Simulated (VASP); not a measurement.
# Li3Os (P4/mmm) in VASP: single point with LDA

Aim: the single point of Li3Os with LDA.

All numbers are computed with VASP 6.6.1; they aren't measurements. Logs are shortened: lines on timing, memory, paths and dates and some standing lists are left out, and cuts for length are marked.

## Step 1: The cell of the first run

The structure is tetragonal, space group P4/mmm (No. 123). The conventional cell has a = 4.570 Å, b = 4.570 Å, c = 2.448 Å, α = 90.00°, β = 90.00°, γ = 90.00°. Li (site symmetry mmm) has 10 Li at 2.45 to 3.23 Å and 4 Os at 2.59 Å within 3.3 Å. Li (site symmetry 4/mmm) has 10 Li at 2.45 to 2.59 Å and 4 Os at 3.23 Å within 3.3 Å. Os (site symmetry 4/mmm) has 2 Os at 2.45 Å and 12 Li at 2.59 to 3.23 Å within 3.3 Å.

## Step 2: Single point, LDA

The input, INCAR:

```
SYSTEM = Li3Os
  ALGO = Normal
  EDIFF = 1E-6
  ENCUT = 880
  GGA_COMPAT = .FALSE.
  ISIF = 2
  ISMEAR = -1
  LASPH = .TRUE.
  LCHARG = .FALSE.
  LREAL = .FALSE.
  LWAVE = .FALSE.
  NBANDS = 35
  NELM = 120
  PREC = Accurate
  SIGMA = 0.1
```

The input, KPOINTS:

```
k-points
0
G
  6 6 6
  0 0 0
```

The input, POSCAR:

```
Li3Os
1.0
   -3.2317536073      2.4483528785      3.2317536073
    3.2317536073     -2.4483528785      3.2317536073
    3.2317536073      2.4483528785     -3.2317536073
Li Os
6 2
Direct
    0.0000000000      0.0000000000      0.0000000000
    0.0000000000      0.0000000000      0.5000000000
    0.0000000000      0.5000000000      0.5000000000
    0.5000000000      0.0000000000      0.0000000000
    0.5000000000      0.0000000000      0.5000000000
    0.5000000000      0.5000000000      0.0000000000
    0.0000000000      0.5000000000      0.0000000000
    0.5000000000      0.5000000000      0.5000000000
```

Potentials or basis: VASP PAW LDA potentials, release 64 (Li_sv, Os_sv_GW).

The run is started by

```
> cat potpaw_LDA.64/Li_sv/POTCAR potpaw_LDA.64/Os_sv_GW/POTCAR > POTCAR
> mpirun -np 1 vasp_std > vasp.out
```

OUTCAR:

```text
SYSTEM = Li3Os
   EDIFF = 1E-6
   ENCUT = 880
   ISIF = 2
   ISMEAR = -1
   LASPH = .TRUE.
   LREAL = .FALSE.
   NELM = 120
   PREC = Accurate

 ion  position               nearest neighbor table
   1  0.000  0.000  0.000-   5 2.45   5 2.45   2 2.59   7 2.59   8 2.59   2 2.59   7 2.59   4 2.59
                             4 2.59   8 2.59
   2  0.000  0.000  0.500-   4 2.45   4 2.45   1 2.59   5 2.59   6 2.59   1 2.59   3 2.59   5 2.59
                             3 2.59   6 2.59
   3  0.000  0.500  0.500-   6 2.45   6 2.45   2 2.59   7 2.59   8 2.59   7 2.59   2 2.59   8 2.59
                             4 2.59   4 2.59
   4  0.500  0.000  0.000-   2 2.45   2 2.45   3 2.59   5 2.59   6 2.59   5 2.59   6 2.59   1 2.59
                             1 2.59   3 2.59
   5  0.500  0.000  0.500-   1 2.45   1 2.45   4 2.59   7 2.59   8 2.59   4 2.59   8 2.59   2 2.59
                             2 2.59   7 2.59
   6  0.500  0.500  0.000-   3 2.45   3 2.45   4 2.59   7 2.59   8 2.59   8 2.59   4 2.59   7 2.59
                             2 2.59   2 2.59
   7  0.000  0.500  0.000-   8 2.45   8 2.45   5 2.59   6 2.59   1 2.59   3 2.59   1 2.59   6 2.59
                             3 2.59   5 2.59
   8  0.500  0.500  0.500-   7 2.45   7 2.45   5 2.59   6 2.59   1 2.59   6 2.59   5 2.59   3 2.59
                             3 2.59   1 2.59

  LATTYP: Found a body centered tetragonal cell.
 ALAT       =     6.4635072146
 C/A-ratio  =     0.7575926806

  Lattice vectors:

 A1 = (   3.2317536073,  -2.4483528785,   3.2317536073)
 A2 = (  -3.2317536073,  -2.4483528785,  -3.2317536073)
 A3 = (   3.2317536073,   2.4483528785,  -3.2317536073)

Analysis of symmetry for initial positions (statically):
=====================================================================
 Subroutine PRICEL returns following result:

  LATTYP: Found a simple tetragonal cell.
 ALAT       =     4.5703897817
 C/A-ratio  =     0.5356989219

  Lattice vectors:

 A1 = (   3.2317536073,   0.0000000000,   3.2317536073)
 A2 = (   3.2317536073,   0.0000000000,  -3.2317536073)
 A3 = (   0.0000000000,   2.4483528785,   0.0000000000)

   2 primitive cells build up your supercell.

 Routine SETGRP: Setting up the symmetry group for a
 body centered tetragonal supercell.

 Subroutine GETGRP returns: Found 16 space group operations
 (whereof  8 operations were pure point group operations)
 out of a pool of 16 trial point group operations.

The static configuration has the point symmetry D_2h.
 The point group associated with its full space group is D_4h.

[... 133 lines left out ...]
   NFREE  =      0    steps in history (QN), initial steepest desc. (CG)
   ISIF   =      2    stress and relaxation
   ISYM   =      2    0-nonsym 1-usesym 2-fastsym
   POTIM  = 0.5000    time-step for ionic-motion
   TEBEG  =    0.0;   TEEND  =   0.0 temperature during run
   PSTRESS=    0.0 pullay stress
   NELECT =      50.0000    total number of electrons
   NUPDOWN=      -1.0000    fix difference up-down
   EMIN   =  10.00;   EMAX   =-10.00  energy-range for DOS
   EFERMI =   0.00;   METHOD = LEGACY
   ISMEAR =    -1;   SIGMA  =   0.10  broadening in eV -4-tet -1-fermi 0-gaus
   EFERMI_NEDOS =   21; number of points for ismear=-14 and -15
   IALGO  =     38    algorithm
   IMIX   =      4    mixing-type and parameters
     AMIX     =   0.40;   BMIX     =  1.00
     AMIX_MAG =   1.60;   BMIX_MAG =  1.00
  volume/ion in A,a.u.               =      12.79        86.28
  Fermi-wavevector in a.u.,A,eV,Ry     =   1.289619  2.437026 22.628074  1.663117
  Thomas-Fermi vector in A             =   2.421501
   LORBIT       =      0    0 simple, 1 ext, 2 COOP (PROOUT), +10 PAW based schemes
   GGA     = CA    functional components
   LHFCALC =     F    Hartree Fock is set to
   AEXX    =    0.0000 exact exchange contribution
   IVDW    =     0    specifies the selected vdW correction
   LEPSILON=     F    determine dielectric tensor
   LRPA    =     F    only Hartree local field effects (RPA)
 non-spin polarized calculation
  energy-cutoff  :      880.00
  volume of cell :      102.28
 maximum number of plane-waves:      6107
   NGX = 25   NGY = 25   NGZ = 25

 number of electron      50.0000006 magnetization

 Free energy of the ion-electron system (eV)
  ---------------------------------------------------
  ext. energy  EPLUGINS =         0.00000000
  ---------------------------------------------------
  free energy    TOTEN  =       -38.11337055 eV

  energy without entropy =      -38.01879074  energy(sigma->0) =      -38.06608064

 E-fermi :   4.8213     XC(G=0): -10.3058

 val. band max:        4.8190161745   @ k =   0.0000   0.0000   0.0000
 cond. band min:       4.8277018735   @ k =   0.3333  -0.3333   0.3333
 fundamental gap:      0.0086856990
 Fermi energy:         4.8212874026

 k-point     1 :       0.0000    0.0000    0.0000
  band No.  band energies     occupation
      1     -80.2738      2.00000
      2     -80.1494      2.00000
      3     -41.0342      2.00000
      4     -40.9632      2.00000
      5     -40.8952      2.00000
      6     -39.6818      2.00000
[... 901 lines left out ...]
     34      12.2269      0.00000
     35      12.5915      0.00000

 [... further k-points ...]

------------------------ aborting loop because EDIFF is reached ----------------------------------------

  FORCE on cell =-STRESS in cart. coord.  units (eV):
  Direction    XX          YY          ZZ          XY          YZ          ZX
  --------------------------------------------------------------------------------------
  -------------------------------------------------------------------------------------
  Total        0.0109853      0.2887926      0.0109853      0.0000000      0.0000000      0.0000000
  in kB        0.1720733      4.5236211      0.1720733      0.0000000      0.0000000      0.0000000
  external PRESSURE =       1.6225892 kB  Pullay stress =       0.0000000 kB

 VOLUME and BASIS-vectors are now :
 -----------------------------------------------------------------------------
  energy-cutoff  :      880.00
  volume of cell :      102.28
      direct lattice vectors                 reciprocal lattice vectors
    -3.231753607  2.448352879  3.231753607     0.000000000  0.204218928  0.154714765
     3.231753607 -2.448352879  3.231753607     0.154714765  0.000000000  0.154714765
     3.231753607  2.448352879 -3.231753607     0.154714765  0.204218928  0.000000000

 POSITION                                       TOTAL-FORCE (eV/Angst)
 -----------------------------------------------------------------------------------
      0.00000      0.00000      0.00000         0.000000     -0.000000      0.000000
      1.61588      1.22418     -1.61588         0.000000     -0.000000     -0.000000
      3.23175      0.00000      0.00000        -0.000000     -0.000000     -0.000000
     -1.61588      1.22418      1.61588        -0.000000      0.000000     -0.000000
      0.00000      2.44835      0.00000         0.000000      0.000000      0.000000
      0.00000      0.00000      3.23175        -0.000000     -0.000000     -0.000000
      1.61588     -1.22418      1.61588         0.000000      0.000000     -0.000000
      1.61588      1.22418      1.61588         0.000000     -0.000000      0.000000
 -----------------------------------------------------------------------------------
    total drift:                                0.000000     -0.000000      0.000000

  FREE ENERGIE OF THE ION-ELECTRON SYSTEM (eV)
  ---------------------------------------------------
  free  energy   TOTEN  =       -38.1133705461 eV

  energy  without entropy=      -38.0187907372  energy(sigma->0) =      -38.06608064
```

OSZICAR:

```text
N       E                     dE             d eps       ncg     rms          rms(c)
DAV:   1     0.770223096196E+03    0.77022E+03   -0.33652E+04  2100   0.222E+03
DAV:   2     0.321061465913E+02   -0.73812E+03   -0.71011E+03  2576   0.573E+02
DAV:   3    -0.358780033742E+02   -0.67984E+02   -0.66280E+02  3038   0.154E+02
DAV:   4    -0.447758871351E+02   -0.88979E+01   -0.88391E+01  3496   0.384E+01
DAV:   5    -0.450073326411E+02   -0.23145E+00   -0.23093E+00  2803   0.823E+00    0.107E+02
DAV:   6    -0.413835875992E+02    0.36237E+01   -0.52965E+01  2247   0.266E+01    0.774E+01
DAV:   7    -0.390900156817E+02    0.22936E+01   -0.20894E+01  2284   0.176E+01    0.401E+01
DAV:   8    -0.380978033321E+02    0.99221E+00   -0.30466E+00  2331   0.895E+00    0.180E+00
DAV:   9    -0.381146926274E+02   -0.16889E-01   -0.18072E-01  2576   0.209E+00    0.196E+00
DAV:  10    -0.381134299840E+02    0.12626E-02   -0.13907E-02  2980   0.566E-01    0.327E-01
DAV:  11    -0.381133745217E+02    0.55462E-04   -0.76875E-04  2814   0.157E-01    0.500E-02
DAV:  12    -0.381133709636E+02    0.35581E-05   -0.40994E-05  3165   0.336E-02    0.166E-02
DAV:  13    -0.381133705461E+02    0.41749E-06   -0.54923E-06  3062   0.145E-02
   1 F= -.38113371E+02 E0= -.38066081E+02  d E =-.945798E-01
```

Wall time 4.5 min (1 thread of Intel Xeon Platinum 8375C at 2.90GHz (Ice Lake), shared host); peak memory 0.39 GiB.

What came out:

| Item | Value |
| --- | --- |
| Free energy | -38.1134 eV |
| Pressure | 0.2 GPa |
| Band gap on the k mesh | zero (bands 25 and 26 overlap by 2.83 eV) |

Stress tensor (GPa, compression positive):
```
0.02 0.00 0.00
0.00 0.45 0.00
0.00 0.00 0.02
```

Caveat: spin-orbit coupling is left out, which moves the levels of the heavy elements.
